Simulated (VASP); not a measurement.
## CsBr: single point with PBE

The system is CsBr.

```
Cs Br
1.0
     4.38931    0.00000    0.00000
     0.00000    4.38931    0.00000
     0.00000    0.00000    4.38931
Cs Br
1 1
Direct
  0.00000 0.00000 0.00000
  0.50000 0.50000 0.50000
```

```json
{"Program": "VASP 6.6.1", "Task": "single point", "Functional": "PBE", "Potentials or basis": "VASP PAW PBE potentials, release 64 (Cs_sv, Br)", "Cutoff": "500 eV", "k mesh": "6 × 6 × 6", "Occupations": "fermi-dirac, width 0.02 eV", "Spin": "no spin polarisation", "Dipole correction": "no", "Further INCAR settings": "ALGO = Normal; EDIFF = 1e-06; NBANDS = 15"}
```

```json
{
  "Pressure": "0.0 GPa",
  "Band gap on the k mesh": "4.24 eV (least direct gap 4.27 eV)"
}
```

Levels at points of the mesh, in eV from the valence-band top:
```
           k point  band 4  band 5  band 6  band 7  band 8  band 9  band 10  band 11  band 12  band 13
(0.00, 0.00, 0.00)   -6.52   -6.52   -0.02   -0.02   -0.02    4.24     4.97     4.97     8.88     8.88
(0.50, 0.00, 0.00)   -6.44   -6.44   -1.19   -0.18   -0.18    5.89     6.95     7.36     8.31     8.60
(0.50, 0.50, 0.00)   -6.99   -6.39   -0.56   -0.56    0.00    5.20     5.44     7.14     7.14    10.56
(0.50, 0.50, 0.50)   -6.86   -6.86   -1.03   -1.03   -1.03    7.99     7.99     7.99     8.82     8.82
```

Wall time 25 s on 1 thread of Intel Xeon 8259CL, on a shared host, peak memory 0.18 GiB.

Caveat: spin-orbit coupling is left out, which moves the levels of the heavy elements. A k mesh can miss the band edges.
